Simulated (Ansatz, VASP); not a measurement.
**CdS in VASP and in Ansatz**

```xyz
2
Lattice="0.0000 2.9392 2.9392 2.9392 0.0000 2.9392 2.9392 2.9392 0.0000" Properties=species:S:1:pos:R:3 pbc="T T T"
Cd    0.0000    0.0000    0.0000
S     1.4696    1.4696    1.4696
```

Alike in both runs: task single point; functional r2SCAN50; k mesh 4 × 4 × 4; no spin polarisation.

|  | VASP | Ansatz |
| --- | --- | --- |
| version | VASP 6.6.1 | Ansatz 0.2.0 |
| potentials or method | VASP PAW PBE potentials, release 64 (Cd, S) | plane waves |
| plane-wave cutoff (eV) | 520 | 500 |
| occupations | gaussian, width 0.01 eV | fixed |
| valence electrons in the cell | 18 | 26 |

VASP gave:

- gap on the k mesh at the Fermi level (eV): 4.70
- pressure (GPa): -0.9

Q: What did Ansatz give for the same quantities?

A: gap on the k mesh at the Fermi level (eV): 4.64; pressure (GPa): -1.0.

VASP's potentials were made for PBE, not for r2SCAN50. VASP's potentials hold 18 valence electrons a cell and Ansatz's 26, so a difference there can come from the potentials and not from the codes. Ansatz's warnings: stress exchange threshold loose, stress scf threshold loose.

The k mesh is coarse, so the values compare programs but aren't converged.
